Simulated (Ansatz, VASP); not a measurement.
KI: VASP beside Ansatz

The input POSCAR:

```
KI
1.0
    0.0000000000      3.5797280960      3.5797280960
    3.5797280960      0.0000000000      3.5797280960
    3.5797280960      3.5797280960      0.0000000000
K I
1 1
Direct
    0.0000000000      0.0000000000      0.0000000000
    0.5000000000      0.5000000000      0.5000000000
```

The input INCAR.step1:

```
SYSTEM = KI
  PREC = Accurate
  ENCUT = 520
  ISMEAR = 0
  SIGMA = 0.01
  LREAL = .FALSE.
  LASPH = .TRUE.
  NELM = 80
  NBANDS = 15
  GGA = PE
  ALGO = Normal
  EDIFF = 1E-4
  LWAVE = .TRUE.
  LCHARG = .FALSE.
```

File INCAR.step2:

```
SYSTEM = KI
  PREC = Accurate
  ENCUT = 520
  EDIFF = 1E-6
  ISMEAR = 0
  SIGMA = 0.01
  LREAL = .FALSE.
  LASPH = .TRUE.
  NELM = 80
  ALGO = Normal
  ISIF = 2
  LWAVE = .FALSE.
  LCHARG = .TRUE.
  METAGGA = R2SCAN
  LMIXTAU = .TRUE.
  LELF = .TRUE.
  LVHAR = .TRUE.
  NBANDS = 15
  ISTART = 1
```

Contents of KPOINTS:

```
regular mesh
0
G
  6 6 6
  0 0 0
```

Input for Ansatz:

```yaml
crystal:
  lattice:
    - [0.0, 3.579728096, 3.579728096]
    - [3.579728096, 0.0, 3.579728096]
    - [3.579728096, 3.579728096, 0.0]
  atoms:
    - { symbol: K, position: [0.0, 0.0, 0.0] }
    - { symbol: I, position: [0.5, 0.5, 0.5] }
kpoints:
  mp_grid: { grid: [6, 6, 6] }
  band_path:
    path:
      - [0.0, 0.0, 0.0]
      - [0.5, 0.0, 0.5]
      - [0.625, 0.25, 0.625]
      - [0.375, 0.375, 0.75]
      - [0.5, 0.5, 0.5]
      - [0.5, 0.25, 0.75]
    npoints: 1
hamiltonian:
  xc: r2scan
scf:
  occupations: { method: fixed }
  n_extra_bands: 4
output:
  forces: true
  stress: true
  eigenvalues: true
```

Change from the starting cell: hydrostatic strain +1.0%.

Alike in both runs: task single point; functional r2SCAN; k mesh 6 × 6 × 6; no spin polarisation.

|  | VASP | Ansatz |
| --- | --- | --- |
| version | VASP 6.6.1 | Ansatz 0.2.0 |
| potentials or method | VASP PAW PBE potentials, release 64 (K_sv, I) | plane waves, PAW |
| plane-wave cutoff (eV) | 520 | 500 |
| occupations | gaussian, width 0.01 eV | fixed |
| valence electrons in the cell | 16 | 26 |

|  | VASP | Ansatz | Ansatz less VASP |
| --- | --- | --- | --- |
| gap on the k mesh at the Fermi level (eV) | 4.51 | 4.51 | +0.003 |
| pressure (GPa) | -0.3 | -0.3 | 0.00 |

VASP's potentials were made for PBE, not for r2SCAN. VASP's potentials hold 16 valence electrons a cell and Ansatz's 26, so a difference there can come from the potentials and not from the codes.

Spin-orbit coupling is off throughout.
